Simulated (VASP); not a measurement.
Here is a VASP 6.6.1 calculation.

File INCAR:

```
PREC = Accurate
ENCUT = 520
EDIFF = 1E-7
ISMEAR = -1
SIGMA = 0.02
LREAL = F
LASPH = T
NELM = 100
ALGO = Normal
ISIF = 2
LWAVE = F
LCHARG = F
LDIPOL = T
IDIPOL = 3
DIPOL = 0.5 0.5 0.500
GGA = PE
NBANDS = 36
```

KPOINTS

```
regular mesh
0
Gamma
  7 7 1
```

The input POSCAR:

```
Sn
1.0
    4.7064645943      0.0000000000      0.0000000000
    0.0000000000      4.7064645943      0.0000000000
    0.0000000000      0.0000000000     20.9920000000
Sn
4
Direct
    0.0000000000      0.2500000000      0.3807470336
    0.5000000000      0.2500000000      0.4590339911
    0.5000000000      0.7500000000      0.5409660077
    0.0000000000      0.7500000000      0.6192529676
```

Potentials or basis: VASP PAW PBE potentials, release 64 (Sn_d).

Command:

```sh
$ cat potpaw_PBE.64/Sn_d/POTCAR > POTCAR
$ mpirun -np 1 vasp_std > vasp.out
```

Task: Estimate the band gap on the k mesh.

Result: Zero (bands 28 and 29 overlap by 0.61 eV).

Forces in eV/Å, atoms in the order of the input:
```
Sn   0.000  0.000  0.002
Sn   0.000  0.000 -0.001
Sn   0.000  0.000  0.001
Sn   0.000  0.000 -0.002
```

Caveat: spin-orbit coupling is left out, which moves the levels of the heavy elements.
